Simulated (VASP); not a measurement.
A run of VASP 6.6.1 is set up as follows.

INCAR

```
  ALGO = Normal
  EDIFF = 1E-6
  EDIFFG = -0.002
  ENCUT = 600
  GGA = PS
  IBRION = 2
  ISIF = 3
  ISMEAR = 0
  LASPH = T
  LCHARG = F
  LREAL = F
  LWAVE = F
  NELM = 80
  NSW = 100
  PREC = Accurate
  PSTRESS = 70.0
  SIGMA = 0.01
```

KPOINTS

```
k-points
0
Gamma
  8 8 8
```

The input POSCAR:

```
BaS
1.0
    0.0000000000      3.1662959514      3.1662959514
    3.1662959514      0.0000000000      3.1662959514
    3.1662959514      3.1662959514      0.0000000000
Ba S
1 1
Direct
    0.0000000000      0.0000000000      0.0000000000
    0.5000000000      0.5000000000      0.5000000000
```

Potentials or basis: VASP PAW PBE potentials, release 64 (Ba_sv, S).

Launch:

```sh
$ cat potpaw_PBE.64/Ba_sv/POTCAR potpaw_PBE.64/S/POTCAR > POTCAR
$ mpirun -np 1 vasp_std > vasp.out
```

Task: Predict the space group after relaxing (to 0.05 Å).

Result: Fm-3m (No. 225).

Task: Estimate the band gap on the k mesh.

Result: 1.70 eV, indirect (least direct gap 1.74 eV).

Task: Predict the relaxed volume.

Result: 28.65 Å³/atom.

Step by step:
```tsv
step	energy change (eV)	largest force (eV/Å)	pressure (GPa)	volume (Å³)
1	0.0000	0.0000	0.68	63.49
2	0.4423	0.0000	14.58	52.66
3	0.1345	0.0000	6.90	57.36
4	0.1396	0.0000	7.07	57.25
5	0.1358	0.0000	6.97	57.33
6	0.1376	0.0000	6.99	57.29
```

Caveat: the cell is relaxed towards a set pressure, so the enthalpy falls and the energy may rise; the PAW data sets were made with another functional, which shifts forces and pressure a little; spin-orbit coupling is left out, which moves the levels of the heavy elements. A k mesh can miss the band edges.
